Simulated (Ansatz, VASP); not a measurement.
## Two plane-wave programs on La2HgBr2

File POSCAR:

```
La2HgBr2
1.0
    4.6896770000      4.6896770000      0.0000000000
    4.6896770000     -4.6896770000      0.0000000000
    0.0000000000      0.0000000000     -4.6896770000
Hg Br La
1 2 2
Direct
    0.0000000000      0.0000000000      0.0000000000
    0.2500000000      0.7500000000      0.0000000000
    0.7500000000      0.2500000000      0.0000000000
    0.2500000000      0.2500000000      0.5000000000
    0.7500000000      0.7500000000      0.5000000000
```

Contents of INCAR.step1:

```
SYSTEM = La2HgBr2
PREC = Accurate
ENCUT = 520
ISMEAR = 1
SIGMA = 0.0122
LREAL = .FALSE.
LASPH = .TRUE.
NELM = 80
NBANDS = 32
GGA = PE
ALGO = Normal
EDIFF = 1E-4
LWAVE = .TRUE.
LCHARG = .FALSE.
```

The input INCAR.step2:

```
SYSTEM = La2HgBr2
PREC = Accurate
ENCUT = 520
EDIFF = 1E-6
ISMEAR = 1
SIGMA = 0.0122
LREAL = .FALSE.
LASPH = .TRUE.
NELM = 80
ALGO = Normal
ISIF = 2
LWAVE = .FALSE.
LCHARG = .FALSE.
METAGGA = R2SCAN
LMIXTAU = .TRUE.
NBANDS = 32
ISTART = 1
```

The input KPOINTS:

```
Automatic mesh
0
G
  4 4 6
  0 0 0
```

Input for Ansatz:

```yaml
crystal:
  lattice:
    - [4.689677, 4.689677, 0.0]
    - [4.689677, -4.689677, 0.0]
    - [0.0, 0.0, -4.689677]
  atoms:
    - { symbol: Hg, position: [0.0, 0.0, 0.0] }
    - { symbol: Br, position: [0.25, 0.75, 0.0] }
    - { symbol: Br, position: [0.75, 0.25, 0.0] }
    - { symbol: La, position: [0.25, 0.25, 0.5] }
    - { symbol: La, position: [0.75, 0.75, 0.5] }
  symmetry: { tolerance: 0.0003 }
kpoints:
  mp_grid: { grid: [4, 4, 6], shift: [0, 0, 0] }
  band_path:
    path:
      - [0.0, 0.0, 0.0]
      - [0.5, 0.5, 0.0]
      - [0.5, 0.5, 0.0]
      - [0.5, -0.5, 0.0]
      - [0.0, 0.0, 0.0]
      - [0.0, 0.0, 0.5]
      - [0.5, -0.5, 0.5]
      - [0.5, 0.5, 0.5]
      - [0.5, 0.5, 0.5]
      - [0.5, 0.5, 0.0]
      - [0.0, 0.0, 0.0]
    npoints: 6
magnetization:
  spin_polarized: false
scf:
  occupations: { method: cold, width: 0.0122 }
  lower_state_search: "off"
  max_iter: 200
hamiltonian:
  pseudopotentials: { kind: paw }
  xc: r2scan
basis:
  ecutwfc: 500
  fft_grid_basis: typed
output:
  forces: true
  stress: true
  eigenvalues: true
  bader: true
  populations: true
  elf: true
  write_potential: true
  volumetric_format: npy
  dos:
    e_range: [-12, 8]
    de: 0.05
    projected: { site_lists: { Br: [Br], Hg: [Hg], La: [La] } }
checkpoint:
  read: saved_state
```

Alike in both runs: task single point; functional r2SCAN; k mesh 4 × 4 × 6; no spin polarisation.

|  | VASP | Ansatz |
| --- | --- | --- |
| version | VASP 6.6.1 | Ansatz 0.2.0 |
| potentials or method | VASP PAW PBE potentials, release 64 (Hg, Br, La), cutoff 520 eV | PAW plane waves |
| occupations | methfessel-paxton of order 1, width 0.0122 eV | cold, width 0.0122 eV |
| valence electrons in the cell | 48 | 56 |

|  | VASP | Ansatz | Ansatz less VASP |
| --- | --- | --- | --- |
| pressure (GPa) | 2.0 | 1.8 | -0.16 |
| traceless stress, the component that is largest in VASP (GPa) | 15.15 | 14.65 | -0.500 |
| rms of the force components (eV/Å) | 2.198 | 2.131 | -0.0676 |

VASP's potentials were made for PBE, not for r2SCAN. Atom by atom the forces differ by 0.068 eV/Å (rms over components). VASP's potentials hold 48 valence electrons a cell and Ansatz's 56, so a difference there can come from the potentials and not from the codes.

Neither program's run includes spin-orbit coupling.
